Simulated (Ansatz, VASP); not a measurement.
# ZrO2: VASP beside Ansatz

POSCAR

```
ZrO2
1.0
    3.6010285391      0.0000000000      0.0000000000
    0.0000000000      3.6010285391      0.0000000000
    0.0000000000      0.0000000000      5.2794314126
Zr O
2 4
Direct
    0.0000000000      0.0000000000      0.0000000000
    0.5000000000      0.5000000000      0.5000000000
    0.0000000000      0.5000000000      0.3063311132
    0.0000000000      0.5000000000      0.8063311132
    0.5000000000      0.0000000000      0.6936688868
    0.5000000000      0.0000000000      0.1936688868
```

Contents of INCAR.step1:

```
PREC = Accurate
ENCUT = 520
EDIFF = 1E-5
ISMEAR = 0
SIGMA = 0.01
LREAL = F
LASPH = T
NELM = 120
ALGO = Normal
ISIF = 2
LWAVE = T
NBANDS = 33
GGA = PE
GGA_COMPAT = F
KPAR = 4
```

Contents of INCAR.step2:

```
PREC = Accurate
ENCUT = 520
EDIFF = 1E-6
ISMEAR = 0
SIGMA = 0.01
LREAL = F
LASPH = T
NELM = 120
ALGO = Normal
ISIF = 2
LWAVE = F
LCHARG = T
GGA = PE
LHFCALC = T
HFSCREEN = 0.2079
PRECFOCK = Normal
LVHAR = T
NBANDS = 33
ISTART = 1
GGA_COMPAT = F
KPAR = 4
```

KPOINTS

```
regular mesh
0
Gamma
  4 4 4
```

Input for Ansatz:

```yaml
crystal:
  lattice:
    - [3.6010285391, 0.0, 0.0]
    - [0.0, 3.6010285391, 0.0]
    - [0.0, 0.0, 5.2794314126]
  atoms:
    - { symbol: Zr, position: [0.0, 0.0, 0.0] }
    - { symbol: Zr, position: [0.5, 0.5, 0.5] }
    - { symbol: O, position: [0.0, 0.5, 0.3063311132] }
    - { symbol: O, position: [0.0, 0.5, 0.8063311132] }
    - { symbol: O, position: [0.5, 0.0, 0.6936688868] }
    - { symbol: O, position: [0.5, 0.0, 0.1936688868] }
kpoints:
  mp_grid: { grid: [4, 4, 4] }
  band_path:
    path:
      - [0.0, 0.0, 0.0]
      - [0.0, 0.5, 0.0]
      - [0.5, 0.5, 0.0]
      - [0.0, 0.0, 0.5]
      - [0.0, 0.5, 0.5]
      - [0.5, 0.5, 0.5]
      - [0.0, 0.0, 0.489583]
    npoints: 1
hamiltonian:
  xc: hse06
scf:
  occupations: { method: fixed }
  n_extra_bands: 5
output:
  forces: true
  stress: true
  eigenvalues: true
```

Change from the starting cell: uniaxial_z strain +1.0%.

Alike in both runs: task single point; functional HSE06; k mesh 4 × 4 × 4; no spin polarisation.

|  | VASP | Ansatz |
| --- | --- | --- |
| version | VASP 6.6.1 | Ansatz 0.2.0 |
| potentials or method | VASP PAW PBE potentials, release 64 (Zr_sv, O) | plane waves, PAW |
| plane-wave cutoff (eV) | 520 | 420 |
| occupations | gaussian, width 0.01 eV | fixed |
| valence electrons in the cell | 48 | 48 |

|  | VASP | Ansatz | Ansatz less VASP |
| --- | --- | --- | --- |
| gap on the k mesh at the Fermi level (eV) | 5.72 | 5.73 | +0.009 |
| pressure (GPa) | -3.3 | -3.8 | -0.52 |
| traceless stress, the component that is largest in VASP (GPa) | -1.48 | -1.36 | +0.121 |
| rms of the force components (eV/Å) | 0.008 | 0.021 | +0.0133 |

Atom by atom the forces differ by 0.013 eV/Å (rms over components). Ansatz's warnings: stress exchange threshold loose, stress scf threshold loose.

The k mesh is coarse, so the values compare programs but aren't converged.
